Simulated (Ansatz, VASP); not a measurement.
**One calculation of Pd4Pt, two programs**

```xyz
5
Lattice="3.6334 -4.5489 0.0000 3.6334 4.5489 0.0000 0.0000 0.0000 2.7047" Properties=species:S:1:pos:R:3 pbc="T T T"
Pd    3.6334   -2.5695    1.3524
Pd    1.3683    0.0000    0.0000
Pd    5.8985    0.0000    0.0000
Pd    3.6334    2.5695    1.3524
Pt    3.6334    0.0000    1.3524
```

Change from the starting cell: species swapped into the FeCl4 type (Cmmm, No. 65).

Alike in both runs: functional PBE; k mesh 3 × 3 × 5; occupations gaussian, width 0.2 eV; no spin polarisation.

Ansatz relaxed the structure, and its values are those at the end. VASP's run is a single point on that final structure, the one shown.

|  | VASP | Ansatz |
| --- | --- | --- |
| version | VASP 6.6.1 | Ansatz 0.2.0 |
| potentials or method | VASP PAW PBE potentials, release 64 (Pd, Pt), cutoff 520 eV | scalar-relativistic, plane waves, PAW |
| valence electrons in the cell | 50 | 90 |

|  | VASP | Ansatz | Ansatz less VASP |
| --- | --- | --- | --- |
| gap on the k mesh at the Fermi level (eV) | none | none | - |
| pressure (GPa) | -0.3 | 0.0 | +0.30 |

A gap of «none» marks a metal or a gap that the smearing closes. VASP's potentials hold 50 valence electrons a cell and Ansatz's 90, so a difference there can come from the potentials and not from the codes.

The k mesh is coarse, so the values compare programs but aren't converged. Spin-orbit coupling is off throughout.
